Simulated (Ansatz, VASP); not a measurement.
## S in VASP and in Ansatz

```
S
1.0
     0.00000    1.95426    1.95426
     1.95426    0.00000    1.95426
     1.95426    1.95426    0.00000
S
1
Direct
  0.00000 0.00000 0.00000
```

Alike in both runs: functional PBEsol; k mesh 17 × 17 × 17; occupations fermi-dirac, width 0.08 eV; no spin polarisation.

Ansatz relaxed the structure, and its values are those at the end. VASP's run is a single point on that final structure, the one shown.

|  | VASP | Ansatz |
| --- | --- | --- |
| version | VASP 6.6.1 | Ansatz 0.2.0 |
| potentials or method | VASP PAW PBE potentials, release 64 (S) | PAW with Ansatz's default frozen-core files, scalar-relativistic |
| plane-wave cutoff (eV) | 500 | 420 |
| valence electrons in the cell | 6 | 6 |

|  | VASP | Ansatz | Ansatz less VASP |
| --- | --- | --- | --- |
| pressure (GPa) | 0.0 | 0.0 | -0.04 |

VASP's potentials were made for PBE, not for PBEsol. The functional is the same, so the differences come from potentials, cutoffs and numerics.
